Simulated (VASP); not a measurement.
Set up this calculation in VASP 6.6.1, as the native input.

```
Task                   : single point
Functional             : LDA
Potentials or basis    : VASP PAW LDA potentials, release 64 (Sn_d, O)
Cutoff                 : 520 eV
k mesh                 : 6 × 6 × 5
Occupations            : fermi-dirac, width 0.02 eV
Spin                   : no spin polarisation
Dipole correction      : no
Further INCAR settings : ALGO = Normal; EDIFF = 1e-07; NBANDS = 28
```

The structure of SnO lies in POSCAR:

```
SnO
1.0
    3.8020000000      0.0000000000      0.0000000000
    0.0000000000      3.8020000000      0.0000000000
    0.0000000000      0.0000000000      4.8843600000
Sn O
2 2
Direct
    0.0000000000      0.5000000000      0.2385000000
    0.5000000000      0.0000000000      0.7615000000
    0.0000000000      0.0000000000      0.0000000000
    0.5000000000      0.5000000000      0.0000000000
```

This cell differs from its parent crystal: zz strain of +1 %.

One way to write it, as run:

INCAR

```
SYSTEM = SnO
PREC = Accurate
ENCUT = 520
EDIFF = 1E-7
ISMEAR = -1
SIGMA = 0.02
LREAL = .FALSE.
LASPH = .TRUE.
NELM = 80
ALGO = Normal
ISIF = 2
LWAVE = .FALSE.
LCHARG = .TRUE.
GGA = CA
LELF = .TRUE.
LVHAR = .TRUE.
NBANDS = 28
```

KPOINTS

```
regular mesh
0
G
  6 6 5
  0 0 0
```

Potentials or basis: VASP PAW LDA potentials, release 64 (Sn_d, O).

Launch:

```bash
$ cat potpaw_LDA.64/Sn_d/POTCAR potpaw_LDA.64/O/POTCAR > POTCAR
$ mpirun -np 1 vasp_std > vasp.out
```

It gave:

```
Pressure               : -3.3 GPa
Largest force          : 0.336 eV/Å
Band gap on the k mesh : 0.08 eV, indirect (least direct gap 1.98 eV)
```

Caveat: the cell differs from its parent crystal (zz strain of +1 %); spin-orbit coupling is left out, which moves the levels of the heavy elements.

Wall time 32 s on 1 thread of Intel Xeon 6975P-C, on a shared host, peak memory 0.18 GiB.
